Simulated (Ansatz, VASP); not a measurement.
# Two plane-wave programs on TiO

```
CELL_PARAMETERS angstrom
4.98909 0.00000 0.00000
-2.49454 4.32068 0.00000
0.00000 0.00000 2.87331
ATOMIC_POSITIONS crystal
Ti 0.66667 0.33333 0.50000
Ti 0.33333 0.66667 0.50000
Ti 0.00000 0.00000 0.00000
O 0.60556 0.60556 0.00000
O 0.39444 0.00000 0.00000
O 0.00000 0.39444 0.00000
```

Alike in both runs: task single point; functional PBEsol; k mesh 12 × 12 × 12; occupations methfessel-paxton of order 1, width 0.3 eV; no spin polarisation.

|  | VASP | Ansatz |
| --- | --- | --- |
| version | VASP 6.6.1 | Ansatz 0.2.0 |
| potentials or method | VASP PAW PBE potentials, release 64 (Ti_sv, O), cutoff 520 eV | scalar-relativistic, plane waves, PAW |
| valence electrons in the cell | 54 | 54 |

```csv
,VASP,Ansatz,Ansatz less VASP
gap on the k mesh at the Fermi level (eV),none,none,-
pressure (GPa),-5.1,-5.8,-0.72
"traceless stress, the component that is largest in VASP (GPa)",-1.37,-1.32,+0.051
rms of the force components (eV/Å),0.007,0.012,+0.0046
```

VASP's potentials were made for PBE, not for PBEsol. Atom by atom the forces differ by 0.005 eV/Å (rms over components). A gap of «none» marks a metal or a gap that the smearing closes.
